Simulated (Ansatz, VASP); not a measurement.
**Fe: VASP beside Ansatz**

```xyz
1
Lattice="2.3343 0.0000 0.0000 0.0000 2.3343 0.0000 0.0000 0.0000 2.3343" Properties=species:S:1:pos:R:3 pbc="T T T"
Fe    0.0000    0.0000    0.0000
```

Alike in both runs: task relaxation of cell and atoms; functional PBEsol; k mesh 13 × 13 × 13; occupations fermi-dirac, width 0.05 eV; collinear spin.

|  | VASP | Ansatz |
| --- | --- | --- |
| version | VASP 6.6.1 | Ansatz 0.2.0 |
| potentials or method | VASP PAW PBE potentials, release 64 (Fe), cutoff 600 eV | plane waves (420 eV) with PAW, scalar-relativistic |
| valence electrons in the cell | 8 | 16 |

|  | VASP | Ansatz | Ansatz less VASP |
| --- | --- | --- | --- |
| net moment per atom (μB) | 2.35 | 2.35 | +0.001 |
| size of the moment on the site where the two differ most (μB) | 2.33 | 2.30 | -0.024 |
| relaxed volume (Å³/atom) | 12.60 | 12.63 | +0.037 |
| relaxed cell length with the largest relative difference (Å) | 2.327 | 2.329 | +0.0023 |

VASP's potentials were made for PBE, not for PBEsol, and Ansatz warns of the same on its side. Site moments also hang on the region over which each program counts them. VASP's potentials hold 8 valence electrons a cell and Ansatz's 16, so a difference there can come from the potentials and not from the codes.
